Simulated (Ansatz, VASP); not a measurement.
One calculation of H, two programs

INCAR

```
PREC     = Accurate       # precision mode
ENCUT    = 520            # plane-wave cutoff, eV
EDIFF    = 1E-8           # SCF threshold, eV
ISMEAR   = -1             # smearing method
SIGMA    = 0.05           # smearing width, eV
LREAL    = False          # projectors in reciprocal space
LASPH    = True           # aspherical terms in the spheres
NELM     = 100            # most SCF steps
ALGO     = Normal         # electronic algorithm
ISIF     = 2              # what is computed and relaxed
LWAVE    = False          # write WAVECAR
LCHARG   = False          # write CHGCAR
GGA      = PE             # functional
LEFG     = True         
NBANDS   = 6              # bands
```

Contents of KPOINTS:

```
Automatic mesh
0
Gamma
  20 20 20
```

POSCAR

```
H
1.0
    0.0000000000      1.1494004017      1.1494004017
    1.1494004017      0.0000000000      1.1494004017
    1.1494004017      1.1494004017      0.0000000000
H
1
Direct
    0.0000000000      0.0000000000      0.0000000000
```

Input for Ansatz:

```yaml
crystal:
  lattice:
    - [0.0, 1.1494004017, 1.1494004017]
    - [1.1494004017, 0.0, 1.1494004017]
    - [1.1494004017, 1.1494004017, 0.0]
  atoms:
    - { symbol: H, position: [0.0, 0.0, 0.0] }
kpoints:
  mp_grid: { grid: [20, 20, 20] }
scf:
  occupations: { method: fermi_dirac, width: 0.05 }
hamiltonian:
  xc: pbe
  pseudopotentials: { kind: paw }
output:
  forces: true
  stress: true
  eigenvalues: true
  efg: { contact_densities: true }
  write_density: true
  write_potential: true
  elf: true
  volumetric_format: npy
```

Change from the starting cell: volume scaled by 1.02, PAW files.

Alike in both runs: task electric field gradients; functional PBE; k mesh 20 × 20 × 20; occupations fermi-dirac, width 0.05 eV; no spin polarisation.

|  | VASP | Ansatz |
| --- | --- | --- |
| version | VASP 6.6.1 | Ansatz 0.2.0 |
| potentials or method | VASP PAW PBE potentials, release 64 (H) | PAW with Ansatz's default frozen-core files, scalar-relativistic |
| plane-wave cutoff (eV) | 520 | 420 |
| valence electrons in the cell | 1 | 1 |

```tsv
	VASP	Ansatz	Ansatz less VASP
pressure (GPa)	-2.8	-2.0	+0.74
```

The functional is the same, so the differences come from potentials, cutoffs and numerics.
